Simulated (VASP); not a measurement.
Here is a VASP 6.6.1 calculation.

File INCAR:

```
ALGO = Normal
EDIFF = 1E-7
ENCUT = 520
GGA = PS
ISIF = 2
ISMEAR = 0
ISPIN = 2
LASPH = T
LCHARG = F
LMAXMIX = 4
LORBIT = 11
LREAL = F
LWAVE = F
MAGMOM = 0.72 0.8 0.8
NBANDS = 22
NELM = 150
PREC = Accurate
SIGMA = 0.1
```

Contents of KPOINTS:

```
k-points
0
Gamma
  8 8 8
```

File POSCAR:

```
CuO2
1.0
    0.0000000000      2.3829473067      2.3829473067
    2.3829473067      0.0000000000      2.3829473067
    2.3829473067      2.3829473067      0.0000000000
Cu O
1 2
Direct
    0.0000000000      0.0000000000      0.0000000000
    0.2500000000      0.2500000000      0.2500000000
    0.7500000000      0.7500000000      0.7500000000
```

Potentials or basis: VASP PAW PBE potentials, release 64 (Cu, O).

Run with:

```sh
$ cat potpaw_PBE.64/Cu/POTCAR potpaw_PBE.64/O/POTCAR > POTCAR
$ mpirun -np 1 vasp_std > vasp.out
```

Problem. What does it give for the pressure?

Solution. 0.8 GPa.

Problem. Predict the site moments.

Solution. Cu +0.53; O +0.55 μB.

Problem. Estimate the net moment.

Solution. 1.77 μB per cell.

Caveat: the PAW data sets were made with another functional, which shifts forces and pressure a little; a cell with one magnetic atom can't hold antiferromagnetic order, which such compounds often take.
